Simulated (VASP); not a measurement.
# TiNi (P4/mmm) in VASP: a series of runs, part 2 of 2

VASP 6.6.1.

### Step 5. Single point, PBEsol, collinear spin, ferromagnetic start (13.67 Å³/atom)

This run uses another cell than the first one, of 13.67 Å³/atom.

File INCAR:

```
SYSTEM = TiNi
  ALGO = Fast
  EDIFF = 1E-6
  ENCUT = 520
  GGA = PS
  ISIF = 2
  ISMEAR = -1
  ISPIN = 2
  LASPH = .True.
  LCHARG = .False.
  LMAXMIX = 4
  LORBIT = 11
  LREAL = .False.
  LWAVE = .False.
  MAGMOM = 1 1
  NBANDS = 22
  NELM = 150
  PREC = Accurate
  SIGMA = 0.05
```

File KPOINTS:

```
k-points
0
Gamma
  10 10 8
  0 0 0
```

File POSCAR:

```
TiNi
1.0
    2.7539214287      0.0000000000      0.0000000000
    0.0000000000      2.7539214287      0.0000000000
    0.0000000000      0.0000000000      3.6051286382
Ni Ti
1 1
Direct
    0.0000000000      0.0000000000      0.0000000000
    0.5000000000      0.5000000000      0.5000000000
```

Potentials or basis: VASP PAW PBE potentials, release 64 (Ni, Ti_sv).

Launch:

```bash
$ cat potpaw_PBE.64/Ni/POTCAR potpaw_PBE.64/Ti_sv/POTCAR > POTCAR
$ mpirun -np 1 vasp_std > vasp.out
```

OUTCAR:

```text
SYSTEM = TiNi
   EDIFF = 1E-6
   ENCUT = 520
   GGA = PS
   ISIF = 2
   ISMEAR = -1
   ISPIN = 2
   LASPH = .True.
   LORBIT = 11
   LREAL = .False.
   NELM = 150
   PREC = Accurate

 ion  position               nearest neighbor table
   1  0.000  0.000  0.000-   2 2.65   2 2.65   2 2.65   2 2.65   2 2.65   2 2.65   2 2.65   2 2.65

   2  0.500  0.500  0.500-   1 2.65   1 2.65   1 2.65   1 2.65   1 2.65   1 2.65   1 2.65   1 2.65

  LATTYP: Found a simple tetragonal cell.
 ALAT       =     2.7539214287
 C/A-ratio  =     1.3090891413

  Lattice vectors:

 A1 = (   2.7539214287,   0.0000000000,   0.0000000000)
 A2 = (   0.0000000000,   2.7539214287,   0.0000000000)
 A3 = (   0.0000000000,   0.0000000000,   3.6051286382)

Analysis of symmetry for initial positions (statically):
=====================================================================
 Subroutine PRICEL returns:
 Original cell was already a primitive cell.

 Routine SETGRP: Setting up the symmetry group for a
 simple tetragonal supercell.

 Subroutine GETGRP returns: Found 16 space group operations
 (whereof 16 operations were pure point group operations)
 out of a pool of 16 trial point group operations.

The static configuration has the point symmetry D_4h.

Analysis of symmetry for dynamics (positions and initial velocities):
=====================================================================
 Subroutine PRICEL returns:
 Original cell was already a primitive cell.

 Routine SETGRP: Setting up the symmetry group for a
 simple tetragonal supercell.

 Subroutine GETGRP returns: Found 16 space group operations
 (whereof 16 operations were pure point group operations)
 out of a pool of 16 trial point group operations.

The dynamic configuration has the point symmetry D_4h.

Analysis of structural, dynamic, and magnetic symmetry:
=====================================================================
 Subroutine PRICEL returns:
 Original cell was already a primitive cell.

 Routine SETGRP: Setting up the symmetry group for a
 simple tetragonal supercell.

 Subroutine GETGRP returns: Found 16 space group operations
 (whereof 16 operations were pure point group operations)
 out of a pool of 16 trial point group operations.

The overall configuration has the point symmetry D_4h.

 Subroutine INISYM returns: Found 16 space group operations
 (whereof 16 operations are pure point group operations),
 and found     1 'primitive' translations

----------------------------------------------------------------------------------------

                                     Primitive cell

  volume of cell :      27.3416

  direct lattice vectors                    reciprocal lattice vectors
     2.753921429  0.000000000  0.000000000     0.363118566  0.000000000  0.000000000
     0.000000000  2.753921429  0.000000000     0.000000000  0.363118566  0.000000000
     0.000000000  0.000000000  3.605128638     0.000000000  0.000000000  0.277382612

  length of vectors
     2.753921429  2.753921429  3.605128638     0.363118566  0.363118566  0.277382612

  position of ions in fractional coordinates (direct lattice)
     0.000000000  0.000000000  0.000000000
     0.500000000  0.500000000  0.500000000

  ion indices of the primitive-cell ions
   primitive index   ion index
                 1           1
                 2           2

----------------------------------------------------------------------------------------

 KPOINTS: k-points

Automatic generation of k-mesh.
 Grid dimensions read from file:
 generate k-points for:   10   10    8

[... 62 lines left out ...]
   NELM   =    150;   NELMIN=  2; NELMDL= -5     # of ELM steps
   EDIFF  = 0.1E-05   stopping-criterion for ELM
   LREAL  =      F    real-space projection
   EDIFFG = 0.1E-04   stopping-criterion for IOM
   NSW    =      0    number of steps for IOM
   IBRION =     -1    ionic relax: 0-MD 1-quasi-New 2-CG
   NFREE  =      0    steps in history (QN), initial steepest desc. (CG)
   ISIF   =      2    stress and relaxation
   ISYM   =      2    0-nonsym 1-usesym 2-fastsym
   POTIM  = 0.5000    time-step for ionic-motion
   TEBEG  =    0.0;   TEEND  =   0.0 temperature during run
   PSTRESS=    0.0 pullay stress
   NELECT =      22.0000    total number of electrons
   NUPDOWN=      -1.0000    fix difference up-down
   EMIN   =  10.00;   EMAX   =-10.00  energy-range for DOS
   EFERMI =   0.00;   METHOD = LEGACY
   ISMEAR =    -1;   SIGMA  =   0.05  broadening in eV -4-tet -1-fermi 0-gaus
   EFERMI_NEDOS =   21; number of points for ismear=-14 and -15
   IALGO  =     68    algorithm
   IMIX   =      4    mixing-type and parameters
     AMIX     =   0.40;   BMIX     =  1.00
     AMIX_MAG =   1.60;   BMIX_MAG =  1.00
  volume/ion in A,a.u.               =      13.67        92.26
  Fermi-wavevector in a.u.,A,eV,Ry     =   1.522677  2.877442 31.545721  2.318545
  Thomas-Fermi vector in A             =   2.631224
   LORBIT       =     11    0 simple, 1 ext, 2 COOP (PROOUT), +10 PAW based schemes
   GGA     = PS    functional components
   LHFCALC =     F    Hartree Fock is set to
   AEXX    =    0.0000 exact exchange contribution
   IVDW    =     0    specifies the selected vdW correction
   LEPSILON=     F    determine dielectric tensor
   LRPA    =     F    only Hartree local field effects (RPA)
 spin polarized calculation
 RMM-DIIS sequential band-by-band and
  energy-cutoff  :      520.00
  volume of cell :       27.34
 maximum number of plane-waves:       752
   NGX = 11   NGY = 11   NGZ = 13

 number of electron      22.0000029 magnetization       0.0046363

 Free energy of the ion-electron system (eV)
  ---------------------------------------------------
  ext. energy  EPLUGINS =         0.00000000
  ---------------------------------------------------
  free energy    TOTEN  =       -15.13339011 eV

  energy without entropy =      -15.11205488  energy(sigma->0) =      -15.12272249

 E-fermi :   8.9230     XC(G=0): -12.5231

 val. band max:        8.9203142357   @ k =   0.5000   0.3000   0.2500
 cond. band min:       8.9261135295   @ k =   0.5000   0.1000   0.0000
 fundamental gap:      0.0057992937
 Fermi energy:         8.9229662489

 spin component 1

 k-point     1 :       0.0000    0.0000    0.0000
  band No.  band energies     occupation
      1     -47.7358      1.00000
      2     -24.0759      1.00000
      3     -23.7535      1.00000
      4     -23.7535      1.00000
      5       1.4215      1.00000
      6       5.1637      1.00000
[... 589 lines left out ...]
     21      27.5464      0.00000
     22      28.7079      0.00000

 [... further k-points ...]

 spin component 2

 k-point     1 :       0.0000    0.0000    0.0000
  band No.  band energies     occupation
      1     -47.7326      1.00000
      2     -24.0737      1.00000
      3     -23.7500      1.00000
      4     -23.7500      1.00000
      5       1.4227      1.00000
      6       5.1651      1.00000
[... 589 lines left out ...]
     21      27.5486      0.00000
     22      28.7097      0.00000

 [... further k-points ...]

------------------------ aborting loop because EDIFF is reached ----------------------------------------

  FORCE on cell =-STRESS in cart. coord.  units (eV):
  Direction    XX          YY          ZZ          XY          YZ          ZX
  --------------------------------------------------------------------------------------
  -------------------------------------------------------------------------------------
  Total       -1.3592948     -1.3592948     -1.8872023      0.0000000      0.0000000     -0.0000000
  in kB      -79.6526774    -79.6526774   -110.5872844      0.0000000      0.0000000     -0.0000000
  external PRESSURE =     -89.9642131 kB  Pullay stress =       0.0000000 kB

 VOLUME and BASIS-vectors are now :
 -----------------------------------------------------------------------------
  energy-cutoff  :      520.00
  volume of cell :       27.34
      direct lattice vectors                 reciprocal lattice vectors
     2.753921429  0.000000000  0.000000000     0.363118566  0.000000000  0.000000000
     0.000000000  2.753921429  0.000000000     0.000000000  0.363118566  0.000000000
     0.000000000  0.000000000  3.605128638     0.000000000  0.000000000  0.277382612

 POSITION                                       TOTAL-FORCE (eV/Angst)
 -----------------------------------------------------------------------------------
      0.00000      0.00000      0.00000         0.000000      0.000000      0.000000
      1.37696      1.37696      1.80256         0.000000      0.000000      0.000000
 -----------------------------------------------------------------------------------
    total drift:                                0.000000      0.000000      0.000000

  FREE ENERGIE OF THE ION-ELECTRON SYSTEM (eV)
  ---------------------------------------------------
  free  energy   TOTEN  =       -15.1333901063 eV

  energy  without entropy=      -15.1120548812  energy(sigma->0) =      -15.12272249

 total charge

# of ion       s       p       d       tot
------------------------------------------
    1        0.540   0.470   8.297   9.307
    2        2.244   6.142   1.894  10.280
--------------------------------------------------
tot          2.784   6.611  10.190  19.586

 magnetization (x)

# of ion       s       p       d       tot
------------------------------------------
    1       -0.000   0.000   0.000   0.000
    2        0.000   0.000   0.003   0.003
--------------------------------------------------
tot          0.000   0.000   0.003   0.003
```

stdout:

```text
POSCAR found type information on POSCAR NiTi
 POSCAR found :  2 types and       2 ions
 scaLAPACK will be used
 -----------------------------------------------------------------------------
|                                                                             |
|                                                                             |
|     You enforced a specific xc type in the INCAR file but a different       |
|     I HOPE YOU KNOW WHAT YOU ARE DOING!                                     |
|                                                                             |
 -----------------------------------------------------------------------------

 LDA part: xc-table for (Slater+PW92), standard interpolation
 POSCAR, INCAR and KPOINTS ok, starting setup
 FFT: planning ... GRIDC
 FFT: planning ... GRID_SOFT
 FFT: planning ... GRID
 WAVECAR not read
 entering main loop
WARNING in EDDRMM: call to ZHEGV failed, returncode =   8  4     11
```

Wall time 3.6 min (1 thread of Intel Xeon Platinum 8175M at 2.50GHz (Skylake/Cascade Lake), shared host); peak memory 0.21 GiB.

What came out:

* Free energy: -15.1334 eV
* Pressure: -9.0 GPa
* Band gap on the k mesh: zero (filled and empty bands overlap)
* Net moment: 0.00 μB per cell
* Valence electrons inside the program's atomic spheres: Ni 9.31; Ti 10.28

Stress tensor (GPa, compression positive):
```
 -7.97   0.00   0.00
  0.00  -7.97   0.00
  0.00   0.00 -11.06
```

Levels at points of the mesh, in eV from the Fermi level:
Spin up:
```csv
k point,band 7,band 8,band 9,band 10,band 11,band 12,band 13,band 14,band 15,band 16
"(0.00, 0.00, 0.00)",-3.27,-1.77,-1.77,-1.14,-0.27,0.65,2.87,2.87,3.30,3.80
"(0.50, 0.00, 0.00)",-2.40,-2.34,-1.61,-1.41,-0.70,-0.35,0.40,1.54,2.60,5.10
"(0.50, 0.50, 0.00)",-3.15,-3.15,-0.69,0.11,2.11,2.11,2.17,2.17,2.34,4.22
"(0.00, 0.00, 0.50)",-2.70,-1.56,-1.54,-1.54,-1.08,-1.00,1.76,1.91,1.91,3.21
"(0.50, 0.00, 0.50)",-1.90,-1.84,-1.80,-0.24,0.05,0.20,0.60,2.26,2.89,3.02
"(0.50, 0.50, 0.50)",-2.44,-2.43,-1.38,-1.38,-1.38,-0.69,2.68,4.23,6.96,8.23
```
Spin down:
```
           k point  band 8  band 9  band 10  band 11  band 12  band 13  band 14  band 15
(0.00, 0.00, 0.00)   -1.77   -1.77    -1.14    -0.26     0.66     2.87     2.87     3.30
(0.50, 0.00, 0.00)   -2.34   -1.61    -1.41    -0.70    -0.35     0.40     1.55     2.60
(0.50, 0.50, 0.00)   -3.15   -0.69     0.11     2.11     2.11     2.17     2.17     2.35
(0.00, 0.00, 0.50)   -1.56   -1.54    -1.54    -1.08    -1.00     1.76     1.91     1.91
(0.50, 0.00, 0.50)   -1.84   -1.80    -0.24     0.05     0.20     0.61     2.26     2.89
(0.50, 0.50, 0.50)   -2.43   -1.38    -1.38    -1.38    -0.69     2.69     4.23     6.96
```

Caveat: the cell stands under tension; the PAW data sets were made with another functional, which shifts forces and pressure a little.

### Step 6. The runs side by side

| cell | gap on the mesh (eV) | pressure (GPa) | moment (μB) |
| --- | --- | --- | --- |
| a = 2.717, b = 2.717, c = 3.557 Å, 2 atoms | none | -3.2 | 0.00 |
| a = 2.736, b = 2.736, c = 3.581 Å, 2 atoms | none | -6.2 | 0.00 |
| a = 2.754, b = 2.754, c = 3.605 Å, 2 atoms | none | -9.0 | 0.00 |

Alike in all rows: task single point; level PBEsol; potentials or basis VASP PAW PBE potentials, release 64 (Ni, Ti_sv); spin collinear, ferromagnetic start; k mesh 10 × 10 × 8; cutoff (eV) 520; smearing fermi-dirac 0.05 eV.

Caveats: the cell stands under tension; the PAW data sets were made with another functional, which shifts forces and pressure a little.

Absolute energies hang on the potentials; compare differences alone.
